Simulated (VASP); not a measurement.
# Ti5C (P-62m) in VASP: notebook

Runs on Ti5C. Level: PBE. Tasks: relaxation of cell and atoms, single point.

All numbers are computed with VASP 6.6.1; they aren't measurements. Logs are shortened: lines on timing, memory, paths and dates and some standing lists are left out, and cuts for length are marked.

### 1 The cell of the first run

The structure is hexagonal, space group P-62m (No. 189). Conventional cell: a = 5.069 Å, b = 5.069 Å, c = 4.558 Å, α = 90.00°, β = 90.00°, γ = 120.00°. Within 3.7 Å of Ti (site symmetry m2m) lie 10 Ti at 2.84 to 2.94 Å and 2 C at 2.84 Å. Within 3.7 Å of Ti (site symmetry -6) lie 9 Ti at 2.84 to 2.93 Å and 3 C at 2.93 Å. Within 3.7 Å of C (site symmetry -62m) lie 12 Ti at 2.84 to 2.93 Å.

The cell was built from a structure type or drawn by symmetry, and may not be a known phase.

### 2 Relaxation of cell and atoms, PBE

The input, INCAR:

```
ALGO     = Normal         # electronic algorithm
EDIFF    = 1E-6           # SCF threshold, eV
EDIFFG   = -0.04          # ionic threshold
ENCUT    = 600            # plane-wave cutoff, eV
GGA      = PE             # functional
IBRION   = 2              # ionic algorithm
ISIF     = 3              # what is computed and relaxed
ISMEAR   = 0              # smearing method
LASPH    = True           # aspherical terms in the spheres
LCHARG   = False          # write CHGCAR
LREAL    = False          # projectors in reciprocal space
LWAVE    = False          # write WAVECAR
NELM     = 60             # most SCF steps
NSW      = 90             # ionic steps
PREC     = Accurate       # precision mode
SIGMA    = 0.1            # smearing width, eV
```

The input, KPOINTS:

```
k-points
0
Gamma
  6 6 4
```

The input, POSCAR:

```
Ti5C
1.0
    5.0693442700      0.0000000000      0.0000000000
   -2.5346721300      4.3901809200      0.0000000000
    0.0000000000      0.0000000000      4.5583503900
Ti C
5 1
Direct
    0.0000000000      0.3345335700      0.0000000000
    0.6654664300      0.6654664300      0.0000000000
    0.3345335700      0.0000000000      0.0000000000
    0.6666666700      0.3333333300      0.5000000000
    0.3333333300      0.6666666700      0.5000000000
    0.0000000000      0.0000000000      0.5000000000
```

Potentials or basis: VASP PAW PBE potentials, release 64 (Ti_sv, C).

Run with:

```bash
> cat potpaw_PBE.64/Ti_sv/POTCAR potpaw_PBE.64/C/POTCAR > POTCAR
> mpirun -np 1 vasp_std > vasp.out
```

OUTCAR:

```text
EDIFF = 1E-6
   EDIFFG = -0.04
   ENCUT = 600
   GGA = PE
   IBRION = 2
   ISIF = 3
   ISMEAR = 0
   LASPH = True
   LREAL = False
   NELM = 60
   NSW = 90
   PREC = Accurate

 ion  position               nearest neighbor table
   1  0.000  0.335  0.000-   4 2.84   4 2.84   5 2.84   5 2.84
   2  0.665  0.665  0.000-   4 2.84   4 2.84   5 2.84   5 2.84
   3  0.335  0.000  0.000-   5 2.84   5 2.84   4 2.84   4 2.84
   4  0.667  0.333  0.500-   1 2.84   1 2.84   3 2.84   3 2.84   2 2.84   2 2.84
   5  0.333  0.667  0.500-   3 2.84   3 2.84   1 2.84   1 2.84   2 2.84   2 2.84
   6  0.000  0.000  0.500-

  LATTYP: Found a hexagonal cell.
 ALAT       =     5.0693442700
 C/A-ratio  =     0.8991992154

  Lattice vectors:

 A1 = (   5.0693442700,   0.0000000000,   0.0000000000)
 A2 = (  -2.5346721300,   4.3901809200,   0.0000000000)
 A3 = (   0.0000000000,   0.0000000000,   4.5583503900)

Analysis of symmetry for initial positions (statically):
=====================================================================
 Subroutine PRICEL returns:
 Original cell was already a primitive cell.

 Routine SETGRP: Setting up the symmetry group for a
 hexagonal supercell.

 Subroutine GETGRP returns: Found 12 space group operations
 (whereof 12 operations were pure point group operations)
 out of a pool of 24 trial point group operations.

The static configuration has the point symmetry D_3h.

Analysis of symmetry for dynamics (positions and initial velocities):
=====================================================================
 Subroutine PRICEL returns:
 Original cell was already a primitive cell.

 Routine SETGRP: Setting up the symmetry group for a
 hexagonal supercell.

 Subroutine GETGRP returns: Found 12 space group operations
 (whereof 12 operations were pure point group operations)
 out of a pool of 24 trial point group operations.

The dynamic configuration has the point symmetry D_3h.

 Subroutine INISYM returns: Found 12 space group operations
 (whereof 12 operations are pure point group operations),
 and found     1 'primitive' translations

----------------------------------------------------------------------------------------

                                     Primitive cell

  volume of cell :     101.4476

  direct lattice vectors                    reciprocal lattice vectors
     5.069344270  0.000000000  0.000000000     0.197264172  0.113890523  0.000000000
    -2.534672130  4.390180920  0.000000000     0.000000000  0.227781046  0.000000000
     0.000000000  0.000000000  4.558350390     0.000000000  0.000000000  0.219377607

  length of vectors
[... 92 lines left out ...]
   ISIF   =      3    stress and relaxation
   ISYM   =      2    0-nonsym 1-usesym 2-fastsym
   POTIM  = 0.5000    time-step for ionic-motion
   TEBEG  =    0.0;   TEEND  =   0.0 temperature during run
   PSTRESS=    0.0 pullay stress
   NELECT =      64.0000    total number of electrons
   NUPDOWN=      -1.0000    fix difference up-down
   EMIN   =  10.00;   EMAX   =-10.00  energy-range for DOS
   EFERMI =   0.00;   METHOD = LEGACY
   ISMEAR =     0;   SIGMA  =   0.10  broadening in eV -4-tet -1-fermi 0-gaus
   EFERMI_NEDOS =   21; number of points for ismear=-14 and -15
   IALGO  =     38    algorithm
   IMIX   =      4    mixing-type and parameters
     AMIX     =   0.40;   BMIX     =  1.00
     AMIX_MAG =   1.60;   BMIX_MAG =  1.00
  volume/ion in A,a.u.               =      16.91       114.10
  Fermi-wavevector in a.u.,A,eV,Ry     =   1.404066  2.653300 26.822543  1.971401
  Thomas-Fermi vector in A             =   2.526665
   LORBIT       =      0    0 simple, 1 ext, 2 COOP (PROOUT), +10 PAW based schemes
   GGA     = PE    functional components
   LHFCALC =     F    Hartree Fock is set to
   AEXX    =    0.0000 exact exchange contribution
   IVDW    =     0    specifies the selected vdW correction
   LEPSILON=     F    determine dielectric tensor
   LRPA    =     F    only Hartree local field effects (RPA)
 conjugate gradient relaxation of ions
 non-spin polarized calculation
 Gauss-broadening in eV      SIGMA  =   0.10
  energy-cutoff  :      600.00
  volume of cell :      101.45
 maximum number of plane-waves:      3420
   NGX = 21   NGY = 21   NGZ = 19

--------------------------------------- Ionic step        1  -------------------------------------------

 number of electron      64.0000005 magnetization

 Free energy of the ion-electron system (eV)
  ---------------------------------------------------
  ext. energy  EPLUGINS =         0.00000000
  ---------------------------------------------------
  free energy    TOTEN  =       -44.81793175 eV

  energy without entropy =      -44.77328342  energy(sigma->0) =      -44.79560758

------------------------ aborting loop because EDIFF is reached ----------------------------------------

  FORCE on cell =-STRESS in cart. coord.  units (eV):
  Direction    XX          YY          ZZ          XY          YZ          ZX
  --------------------------------------------------------------------------------------
  -------------------------------------------------------------------------------------
  Total       -7.7882675     -7.7882675     -7.7403212     -0.0000000     -0.0000000      0.0000000
  in kB     -123.0012516   -123.0012517   -122.2440286     -0.0000001     -0.0000000      0.0000000
  external PRESSURE =    -122.7488440 kB  Pullay stress =       0.0000000 kB
[... 101 lines left out ...]
  FREE ENERGIE OF THE ION-ELECTRON SYSTEM (eV)
  ---------------------------------------------------
  free  energy   TOTEN  =       -45.8277612756 eV

  energy  without entropy=      -45.7967185904  energy(sigma->0) =      -45.81223993

[... ionic steps 4 to 20 ...]

--------------------------------------- Ionic step       21  -------------------------------------------

 number of electron      64.0000006 magnetization

------------------------ aborting loop because EDIFF is reached ----------------------------------------
[... 75 lines left out ...]
--------------------------------------- Ionic step       23  -------------------------------------------

 number of electron      63.9999996 magnetization

 Free energy of the ion-electron system (eV)
  ---------------------------------------------------
  ext. energy  EPLUGINS =         0.00000000
  ---------------------------------------------------
  free energy    TOTEN  =       -46.55613052 eV

  energy without entropy =      -46.53170087  energy(sigma->0) =      -46.54391569

 E-fermi :   8.7214     XC(G=0): -11.7203

 val. band max:        8.6902673125   @ k =   0.5000  -0.0000   0.0000
 cond. band min:       8.7738728585   @ k =   0.0000   0.0000   0.2500
 fundamental gap:      0.0836055460
 Fermi energy:         8.7214105518

 k-point     1 :       0.0000    0.0000    0.0000
  band No.  band energies     occupation
      1     -48.1638      2.00000
      2     -48.0006      2.00000
      3     -47.9137      2.00000
      4     -47.9137      2.00000
      5     -47.8872      2.00000
      6     -24.6972      2.00000
[... 883 lines left out ...]
  FREE ENERGIE OF THE ION-ELECTRON SYSTEM (eV)
  ---------------------------------------------------
  free  energy   TOTEN  =       -46.5561305207 eV

  energy  without entropy=      -46.5317008662  energy(sigma->0) =      -46.54391569

 reached required accuracy - stopping structural energy minimisation
```

CONTCAR:

```text
Ti5C
   1.00000000000000
     5.4424805736999557    0.0000000003142274    0.0000000000000000
    -2.7212402812098171    4.7133264382224960    0.0000000000000000
     0.0000000000000000    0.0000000000000000    3.5107968579151345
  Ti              C
     5     1
Direct
     0.9999999999999787    0.2761100855451410    0.0000000000000000
     0.7238899144548915    0.7238899144548857    0.0000000000000000
     0.2761100855451298    0.9999999999999732    0.0000000000000000
     0.6666666699999979    0.3333333300000021    0.5000000000000000
     0.3333333300000021    0.6666666699999979    0.5000000000000000
     0.0000000000000000    0.0000000000000000    0.5000000000000000

  0.00000000E+00  0.00000000E+00  0.00000000E+00
  0.00000000E+00  0.00000000E+00  0.00000000E+00
  0.00000000E+00  0.00000000E+00  0.00000000E+00
  0.00000000E+00  0.00000000E+00  0.00000000E+00
  0.00000000E+00  0.00000000E+00  0.00000000E+00
  0.00000000E+00  0.00000000E+00  0.00000000E+00
```

Run time: 51 min. Hardware: 1 thread of Intel Xeon 8259CL, shared host; peak memory 0.29 GiB.

Results:

| Property | Result |
| --- | --- |
| Free energy | -46.5561 eV |
| Relaxed volume | 15.01 Å³/atom |
| Relaxed cell | a = 5.442 Å, b = 5.442 Å, c = 3.511 Å, α = 90.00°, β = 90.00°, γ = 120.00° |
| Space group after relaxing (to 0.1 Å) | P-62m (No. 189) |
| Energy gained by relaxing | 289.7 meV/atom |
| Ionic steps | 23 |
| Pressure after relaxing | 0.0 GPa |
| Band gap on the k mesh | zero (bands 32 and 33 overlap by 0.40 eV) |

Forces in eV/Å, atoms in the order of the input:
```
Ti  -0.001  0.002  0.000
Ti  -0.001 -0.002  0.000
Ti   0.002  0.000  0.000
Ti   0.000  0.000  0.000
Ti   0.000  0.000  0.000
C    0.000  0.000  0.000
```

The path:
| step | energy change (eV) | largest force (eV/Å) | pressure (GPa) | volume (Å³) |
| --- | --- | --- | --- | --- |
| 1 | 0.0000 | 1.8843 | -12.27 | 101.45 |
| 2 | -1.0025 | 1.6929 | 6.43 | 83.59 |
| 3 | -1.0098 | 1.7470 | 4.78 | 84.63 |
| 4 | -1.2769 | 0.3776 | 3.48 | 84.97 |
| 5 | -1.2833 | 0.0644 | 3.50 | 84.93 |
| 6 | -1.3395 | 0.0593 | -1.96 | 88.63 |
| 7 | -1.3399 | 0.0500 | -1.54 | 88.33 |
| 8 | -1.3809 | 0.1505 | -1.01 | 88.03 |
| 9 | -1.4514 | 0.4055 | 0.85 | 87.10 |
| 10 | -1.4868 | 1.0874 | 6.72 | 84.44 |
| 11 | -1.5041 | 0.8830 | 4.66 | 85.34 |
| 12 | -1.5014 | 0.9741 | 5.53 | 84.95 |
| 13 | -1.5124 | 0.9818 | 5.46 | 85.06 |
| 14 | -1.5411 | 1.0033 | 5.19 | 85.38 |
| 15 | -1.5735 | 1.0513 | 5.02 | 85.94 |
| 16 | -1.5727 | 1.0737 | 5.04 | 86.15 |
| 17 | -1.6079 | 0.9826 | 4.07 | 86.76 |
| 18 | -1.6836 | 0.7210 | 1.38 | 88.62 |
| 19 | -1.7100 | 0.2415 | -3.24 | 92.41 |
| 20 | -1.7189 | 0.3914 | -1.85 | 91.14 |
| 21 | -1.7290 | 0.2727 | -1.30 | 90.80 |
| 22 | -1.7376 | 0.0757 | 0.25 | 89.87 |
| 23 | -1.7382 | 0.0021 | -0.05 | 90.06 |

Final structure:
```
Ti C
1.0
     5.44248    0.00000    0.00000
    -2.72124    4.71333    0.00000
     0.00000    0.00000    3.51080
Ti C
5 1
Direct
  0.00000 0.27611 0.00000
  0.72389 0.72389 0.00000
  0.27611 0.00000 0.00000
  0.66667 0.33333 0.50000
  0.33333 0.66667 0.50000
  0.00000 0.00000 0.50000
```

Caveat: a cell axis changed by over 15 % at a fixed basis, so the end point is rough.

### 3 Relaxation of cell and atoms, PBE

This run uses another cell than the first one, of 14.99 Å³/atom.

The input, INCAR:

```
SYSTEM = Ti5C
PREC = Accurate
ENCUT = 600
EDIFF = 1E-7
ISMEAR = 0
SIGMA = 0.1
LREAL = .False.
LASPH = .True.
NELM = 100
ALGO = Normal
ISIF = 3
LWAVE = .False.
LCHARG = .False.
GGA = PE
IBRION = 2
NSW = 90
EDIFFG = -0.04
```

The input, KPOINTS:

```
Automatic mesh
0
Gamma
  6 6 6
  0 0 0
```

The input, POSCAR:

```
Ti5C
1.0
    5.4385208184      0.0000000000      0.0000000000
   -2.7192604092      4.7098971877      0.0000000000
    0.0000000000      0.0000000000      3.5119227291
Ti C
5 1
Direct
    0.0000000000      0.2761747062      0.0000000000
    0.7238252938      0.7238252938      0.0000000000
    0.2761747062      0.0000000000      0.0000000000
    0.6666666667      0.3333333333      0.5000000000
    0.3333333333      0.6666666667      0.5000000000
    0.0000000000      0.0000000000      0.5000000000
```

Potentials or basis: VASP PAW PBE potentials, release 64 (Ti_sv, C).

Run with:

```bash
> cat potpaw_PBE.64/Ti_sv/POTCAR potpaw_PBE.64/C/POTCAR > POTCAR
> mpirun -np 1 vasp_std > vasp.out
```

Wall time 5.2 min (1 thread of Intel Xeon 8259CL, shared host); peak memory 0.3 GiB.

Results (log left out):

```
Free energy                           : -46.5377 eV
Relaxed volume                        : 15.02 Å³/atom
Relaxed cell                          : a = 5.437 Å, b = 5.437 Å, c = 3.521 Å, α = 90.00°, β = 90.00°, γ = 120.00°
Space group after relaxing (to 0.1 Å) : P-62m (No. 189)
Energy gained by relaxing             : 0.1 meV/atom
Ionic steps                           : 2
Pressure after relaxing               : -0.2 GPa
Largest force after relaxing          : 0.012 eV/Å
Band gap on the k mesh                : zero (bands 32 and 33 overlap by 0.49 eV)
```

Forces on the atoms (eV/Å):
```
Ti  -0.006  0.011  0.000
Ti  -0.006 -0.011  0.000
Ti   0.012  0.000  0.000
Ti   0.000  0.000  0.000
Ti   0.000  0.000  0.000
C    0.000  0.000  0.000
```

Stress tensor (GPa, compression positive):
```
-0.29  0.00  0.00
 0.00 -0.29  0.00
 0.00  0.00  0.06
```

Step by step:
| step | energy change (eV) | largest force (eV/Å) | pressure (GPa) | volume (Å³) |
| --- | --- | --- | --- | --- |
| 1 | 0.0000 | 0.0022 | 0.15 | 89.96 |
| 2 | -0.0006 | 0.0122 | -0.17 | 90.13 |

Final structure:
```
CELL_PARAMETERS angstrom
5.43670 0.00000 0.00000
-2.71835 4.70832 0.00000
0.00000 0.00000 3.52121
ATOMIC_POSITIONS crystal
Ti 0.00000 0.27619 0.00000
Ti 0.72381 0.72381 0.00000
Ti 0.27619 0.00000 0.00000
Ti 0.66667 0.33333 0.50000
Ti 0.33333 0.66667 0.50000
C 0.00000 0.00000 0.50000
```

Levels at points of the mesh, in eV from the Fermi level:
```tsv
k point	band 30	band 31	band 32	band 33	band 34	band 35
(0.00, 0.00, 0.00)	-1.19	-1.19	0.42	0.42	0.66	0.66
(0.50, 0.00, 0.00)	-0.36	-0.32	-0.27	0.01	0.30	0.83
(0.00, 0.00, 0.50)	-0.58	-0.04	-0.04	0.29	0.43	0.43
(0.50, 0.00, 0.50)	-0.71	-0.69	-0.21	0.24	0.25	0.85
```

### 4 Single point, PBE

This run uses another cell than the first one, of 15.00 Å³/atom.

The input, INCAR:

```
SYSTEM = Ti5C
PREC = Accurate ; ENCUT = 520
EDIFF = 1E-6 ; ISMEAR = 0
SIGMA = 0.1 ; LREAL = .FALSE.
LASPH = .TRUE. ; NELM = 80
ALGO = Normal ; ISIF = 2
LWAVE = .FALSE. ; LCHARG = .TRUE.
GGA = PE ; LELF = .TRUE.
LVHAR = .TRUE. ; NBANDS = 41
```

The input, KPOINTS:

```
Automatic mesh
0
G
  12 12 10
  0 0 0
```

The input, POSCAR:

```
Ti5C
1.0
    5.4229116502      0.0000000000      0.0000000000
   -2.7114558251      4.6963792516      0.0000000000
    0.0000000000      0.0000000000      3.5342801188
Ti C
5 1
Direct
    0.0000000000      0.2766962464      0.0000000000
    0.7233037536      0.7233037536      0.0000000000
    0.2766962464      0.0000000000      0.0000000000
    0.6666666667      0.3333333333      0.5000000000
    0.3333333333      0.6666666667      0.5000000000
    0.0000000000      0.0000000000      0.5000000000
```

Run with:

```bash
> cat potpaw_PBE.64/Ti_sv/POTCAR potpaw_PBE.64/C/POTCAR > POTCAR
> mpirun -np 1 vasp_std > vasp.out
```

Run time: 10 min. Hardware: 1 thread of Intel Xeon 8259CL, shared host; peak memory 0.42 GiB.

Results (log left out):

| Item | Value |
| --- | --- |
| Free energy | -46.5327 eV |
| Pressure | -0.1 GPa |
| Largest force | 0.016 eV/Å |
| Band gap on the k mesh | zero (bands 32 and 33 overlap by 0.52 eV) |

Forces in eV/Å, atoms in the order of the input:
```
Ti  -0.008  0.014  0.000
Ti  -0.008 -0.014  0.000
Ti   0.016  0.000  0.000
Ti   0.000  0.000  0.000
Ti   0.000  0.000  0.000
C    0.000  0.000  0.000
```

Levels at points of the mesh, in eV from the Fermi level:
```tsv
k point	band 30	band 31	band 32	band 33	band 34	band 35
(0.00, 0.00, 0.00)	-1.24	-1.24	0.41	0.41	0.63	0.63
(0.50, 0.00, 0.00)	-0.40	-0.35	-0.29	-0.02	0.25	0.80
(0.00, 0.00, 0.50)	-0.59	-0.06	-0.06	0.26	0.42	0.42
(0.50, 0.00, 0.50)	-0.73	-0.71	-0.22	0.22	0.24	0.84
```

### 5 Overview

| task | cell | k mesh | cutoff (eV) | gap on the mesh (eV) | pressure (GPa) | relaxed volume (Å³/atom) | largest force (eV/Å) |
| --- | --- | --- | --- | --- | --- | --- | --- |
| relaxation of cell and atoms | relaxed from a = 5.069, b = 5.069, c = 4.558 Å, angles 90.0, 90.0, 120.0°, 6 atoms, atomic positions A | 6 × 6 × 4 | 600 | none | 0.0 | 15.01 | - |
| relaxation of cell and atoms | relaxed from a = 5.439, b = 5.439, c = 3.512 Å, angles 90.0, 90.0, 120.0°, 6 atoms, atomic positions B | 6 × 6 × 6 | 600 | none | -0.2 | 15.02 | 0.01 |
| single point | a = 5.423, b = 5.423, c = 3.534 Å, angles 90.0, 90.0, 120.0°, 6 atoms, atomic positions B | 12 × 12 × 10 | 520 | none | -0.1 | - | 0.02 |

Alike in all rows: level PBE; potentials or basis VASP PAW PBE potentials, release 64 (Ti_sv, C); no spin polarisation; smearing gaussian 0.1 eV.

Caveats: a cell axis changed by over 15 % at a fixed basis, so the end point is rough (at least some runs).

Total energies depend on the potentials used, so only differences within one code and one set of settings carry meaning.
